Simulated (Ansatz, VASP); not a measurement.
**One calculation of FeSn2F12, two programs**

Contents of INCAR:

```
SYSTEM = FeSn2F12
PREC = Accurate
ENCUT = 520
EDIFF = 1E-7
ISMEAR = 0
SIGMA = 0.01
LREAL = Auto
LASPH = .TRUE.
NELM = 150
ALGO = Normal
ISIF = 2
LWAVE = .FALSE.
LCHARG = .TRUE.
ISPIN = 2
MAGMOM = 0 0 3.46 0 0 0.11 0 0 0.11 0 0.08 0.08 0 0.08 0.08
LORBIT = 11
LMAXMIX = 4
GGA = PE
LELF = .TRUE.
LVHAR = .TRUE.
NBANDS = 77
```

KPOINTS

```
Automatic mesh
0
G
  3 3 1
  0 0 0
```

POSCAR

```
FeSn2F12
1.0
   -2.0250000000      2.0250000000      3.9650000000
    2.0250000000     -2.0250000000      3.9650000000
    6.0750000000      6.0750000000    -11.8950000000
Sn Fe F
2 1 12
Direct
    0.0000000000      0.0000000000      0.0000000000
    0.0000000000      0.0000000000      0.3333333300
    0.0000000000      0.0000000000      0.6666666700
    0.2370000000      0.2370000000      0.0000000000
    0.2370000000      0.2370000000      0.3333333300
    0.2370000000      0.2370000000      0.6666666700
    0.7630000000      0.7630000000      0.0000000000
    0.7630000000      0.7630000000      0.3333333300
    0.7630000000      0.7630000000      0.6666666700
    0.5000000000      0.0000000000      0.1666666700
    0.5000000000      0.0000000000      0.5000000000
    0.5000000000      0.0000000000      0.8333333300
    0.0000000000      0.5000000000      0.1666666700
    0.0000000000      0.5000000000      0.5000000000
    0.0000000000      0.5000000000      0.8333333300
```

Input for Ansatz:

```yaml
crystal:
  lattice:
    - [-2.025, 2.025, 3.965]
    - [2.025, -2.025, 3.965]
    - [6.075, 6.075, -11.895]
  atoms:
    - { symbol: Sn, position: [0.0, 0.0, 0.0] }
    - { symbol: Sn, position: [0.0, 0.0, 0.33333333] }
    - { symbol: Fe, position: [0.0, 0.0, 0.66666667] }
    - { symbol: F, position: [0.237, 0.237, 0.0] }
    - { symbol: F, position: [0.237, 0.237, 0.33333333] }
    - { symbol: F, position: [0.237, 0.237, 0.66666667] }
    - { symbol: F, position: [0.763, 0.763, 0.0] }
    - { symbol: F, position: [0.763, 0.763, 0.33333333] }
    - { symbol: F, position: [0.763, 0.763, 0.66666667] }
    - { symbol: F, position: [0.5, 0.0, 0.16666667] }
    - { symbol: F, position: [0.5, 0.0, 0.5] }
    - { symbol: F, position: [0.5, 0.0, 0.83333333] }
    - { symbol: F, position: [0.0, 0.5, 0.16666667] }
    - { symbol: F, position: [0.0, 0.5, 0.5] }
    - { symbol: F, position: [0.0, 0.5, 0.83333333] }
hamiltonian:
  xc: pbe
  pseudopotentials: { kind: paw }
basis:
  ecutwfc: 420
kpoints:
  mp_grid: { grid: [3, 3, 1] }
scf:
  occupations: { method: gaussian, width: 0.01 }
  lower_state_search: "off"
output:
  forces: true
  stress: true
  write_density: true
  write_potential: true
  elf: true
  volumetric_format: npy
magnetization:
  spin_polarized: true
```

Alike in both runs: task single point; functional PBE; k mesh 3 × 3 × 1; occupations gaussian, width 0.01 eV; collinear spin.

```csv
,VASP,Ansatz
version,VASP 6.6.1,Ansatz 0.2.0
potentials or method,"VASP PAW PBE potentials, release 64 (Sn_d, Fe, F), cutoff 520 eV","PAW, plane waves, scalar-relativistic"
valence electrons in the cell,120,128
```

VASP gave:

```
gap on the k mesh at the Fermi level (eV)                     : 0.43
pressure (GPa)                                                : 1.8
traceless stress, the component that is largest in VASP (GPa) : -1.94
rms of the force components (eV/Å)                            : 0.773
net moment per atom (μB)                                      : 0.27
size of the moment on the site where the two differ most (μB) : 3.37
```

Estimate Ansatz's values.

gap on the k mesh at the Fermi level (eV): 0.50; pressure (GPa): 1.3; traceless stress, the component that is largest in VASP (GPa): -2.73; rms of the force components (eV/Å): 0.772; net moment per atom (μB): 0.27; size of the moment on the site where the two differ most (μB): 3.14.

Site moments also hang on the region over which each program counts them. Atom by atom the forces differ by 0.072 eV/Å (rms over components). VASP's potentials hold 120 valence electrons a cell and Ansatz's 128, so a difference there can come from the potentials and not from the codes. Ansatz's warnings: no starting moments.

The k mesh is coarse, so the values compare programs but aren't converged.
